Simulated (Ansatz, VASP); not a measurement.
# Two plane-wave programs on Ag

```xyz
1
Lattice="0.0000 2.0431 2.2474 2.0431 0.0000 2.2474 2.0431 2.0431 0.0000" Properties=species:S:1:pos:R:3 pbc="T T T"
Ag    0.0000    0.0000    0.0000
```

Change from the starting cell: strain +0.1000 x Voigt [0, 0, 1, 0, 0, 0], atoms carried along.

Alike in both runs: task single point; functional PBEsol; k mesh 20 × 20 × 20; occupations gaussian, width 0.15 eV; no spin polarisation.

|  | VASP | Ansatz |
| --- | --- | --- |
| version | VASP 6.6.1 | Ansatz 0.2.0 |
| potentials or method | VASP PAW PBE potentials, release 64 (Ag), cutoff 520 eV | scalar-relativistic, plane waves, PAW |
| valence electrons in the cell | 11 | 19 |

```csv
,VASP,Ansatz,Ansatz less VASP
gap on the k mesh at the Fermi level (eV),none,none,-
pressure (GPa),-9.9,-9.8,+0.09
"traceless stress, the component that is largest in VASP (GPa)",-2.27,-2.28,-0.012
```

VASP's potentials were made for PBE, not for PBEsol. A gap of «none» marks a metal or a gap that the smearing closes. The functional is the same, so the differences come from potentials, cutoffs and numerics. VASP's potentials hold 11 valence electrons a cell and Ansatz's 19, so a difference there can come from the potentials and not from the codes.
